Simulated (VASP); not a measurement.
A run of VASP 6.6.1:

The input INCAR:

```
SYSTEM = Ta
PREC     = Accurate       ! precision mode
ENCUT    = 520            ! plane-wave cutoff, eV
EDIFF    = 1E-6           ! SCF threshold, eV
ISMEAR   = 0              ! smearing method
SIGMA    = 0.15           ! smearing width, eV
LREAL    = .FALSE.        ! projectors in reciprocal space
LASPH    = .TRUE.         ! aspherical terms in the spheres
NELM     = 100            ! most SCF steps
ALGO     = Fast           ! electronic algorithm
ISIF     = 2              ! what is computed and relaxed
LWAVE    = .FALSE.        ! write WAVECAR
LCHARG   = .FALSE.        ! write CHGCAR
GGA      = PS             ! functional
NBANDS   = 12             ! bands
```

KPOINTS

```
regular mesh
0
G
  22 22 22
  0 0 0
```

POSCAR

```
Ta
1.0
   -1.4804007007      1.4804007007      1.8524253967
    1.4804007007     -1.4804007007      1.8524253967
    1.4804007007      1.4804007007     -1.8524253967
Ta
1
Direct
    0.0000000000      0.0000000000      0.0000000000
```

Potentials or basis: VASP PAW PBE potentials, release 64 (Ta_pv).

Launch:

```console
$ cat potpaw_PBE.64/Ta_pv/POTCAR > POTCAR
$ mpirun -np 1 vasp_std > vasp.out
```

Hardware: 1 thread of Intel Xeon 8259CL, with other jobs on the host.

**Question.** Estimate the wall time of this run.

**Answer.** It took 2.8 min on 1 thread of Intel Xeon 8259CL (shared host), peak memory 0.28 GiB. Counts: scf iterations 12, k points 834.
